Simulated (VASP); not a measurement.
Write the native input for VASP 6.6.1 that does the following.

```
Task                   : relaxation of cell and atoms
Functional             : PBE
Potentials or basis    : VASP PAW PBE potentials, release 64 (Mg, Tl_d, Se)
Cutoff                 : 600 eV
k mesh                 : 6 × 6 × 4
Occupations            : gaussian, width 0.1 eV
Spin                   : no spin polarisation
Dipole correction      : no
Further INCAR settings : ALGO = Normal; EDIFF = 1e-06; IBRION = 2; EDIFFG = -0.04; NSW = 90; ISIF = 3
```

The structure of MgTlSe lies in POSCAR:

```
MgTlSe
1.0
    3.6842828900      0.0000000000      0.0000000000
    0.0000000000      3.6842828900      0.0000000000
    0.0000000000      0.0000000000      5.9898141900
Mg Tl Se
1 1 1
Direct
    0.0000000000      0.0000000000      0.0000000000
    0.0000000000      0.0000000000      0.5000000000
    0.5000000000      0.5000000000      0.0000000000
```

The cell was built from a structure type or drawn by symmetry, and may not be a known phase.

The input as run:

INCAR

```
  PREC = Accurate
  ENCUT = 600
  EDIFF = 1E-6
  ISMEAR = 0
  SIGMA = 0.1
  LREAL = False
  LASPH = True
  NELM = 100
  ALGO = Normal
  ISIF = 3
  LWAVE = False
  LCHARG = False
  GGA = PE
  IBRION = 2
  NSW = 90
  EDIFFG = -0.04
```

KPOINTS

```
Automatic mesh
0
Gamma
  6 6 4
```

Potentials or basis: VASP PAW PBE potentials, release 64 (Mg, Tl_d, Se).

Run with:

```sh
$ cat potpaw_PBE.64/Mg/POTCAR potpaw_PBE.64/Tl_d/POTCAR potpaw_PBE.64/Se/POTCAR > POTCAR
$ mpirun -np 1 vasp_std > vasp.out
```

It gave:

```
Relaxed volume                        : 29.20 Å³/atom
Relaxed cell                          : a = 3.719 Å, b = 3.719 Å, c = 6.335 Å, α = 90.00°, β = 90.00°, γ = 90.00°
Space group after relaxing (to 0.1 Å) : P4/mmm (No. 123)
Energy gained by relaxing             : 16.1 meV/atom
Ionic steps                           : 6
Pressure after relaxing               : 0.1 GPa
Band gap on the k mesh                : zero (an odd number of electrons rules out a gap without spin polarisation)
```

Caveat: spin-orbit coupling is left out, which moves the levels of the heavy elements.

It took 2.1 min on 1 thread of Intel(R) Xeon(R) Platinum 8259CL CPU @ 2.50GHz (Skylake/Cascade Lake), on a shared host, peak memory 0.25 GiB.
